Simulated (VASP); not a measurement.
Here is a VASP 6.6.1 calculation.

The input INCAR:

```
ALGO     = Normal         # electronic algorithm
EDIFF    = 1E-7           # SCF threshold, eV
ENCUT    = 520            # plane-wave cutoff, eV
ISIF     = 2              # what is computed and relaxed
ISMEAR   = 0              # smearing method
LASPH    = True           # aspherical terms in the spheres
LCHARG   = False          # write CHGCAR
LREAL    = False          # projectors in reciprocal space
LWAVE    = False          # write WAVECAR
NBANDS   = 15             # bands
NELM     = 60             # most SCF steps
PREC     = Accurate       # precision mode
SIGMA    = 0.2            # smearing width, eV
```

The input KPOINTS:

```
k-points
0
Gamma
  9 9 9
```

Contents of POSCAR:

```
CaSe
1.0
    0.0000000000      2.9702381052      2.9702381052
    2.9702381052      0.0000000000      2.9702381052
    2.9702381052      2.9702381052      0.0000000000
Ca Se
1 1
Direct
    0.0000000000      0.0000000000      0.0000000000
    0.5000000000      0.5000000000      0.5000000000
```

Potentials or basis: VASP PAW LDA potentials, release 64 (Ca_sv, Se).

Command:

```sh
$ cat potpaw_LDA.64/Ca_sv/POTCAR potpaw_LDA.64/Se/POTCAR > POTCAR
$ mpirun -np 1 vasp_std > vasp.out
```

Question: What does it give for the pressure?

Answer: -3.5 GPa.

Question: Estimate the band gap on the k mesh.

Answer: 1.93 eV (least direct gap 2.85 eV).

Caveat: the cell stands under tension; an odd mesh through Γ misses points on the zone boundary, where band edges can lie.
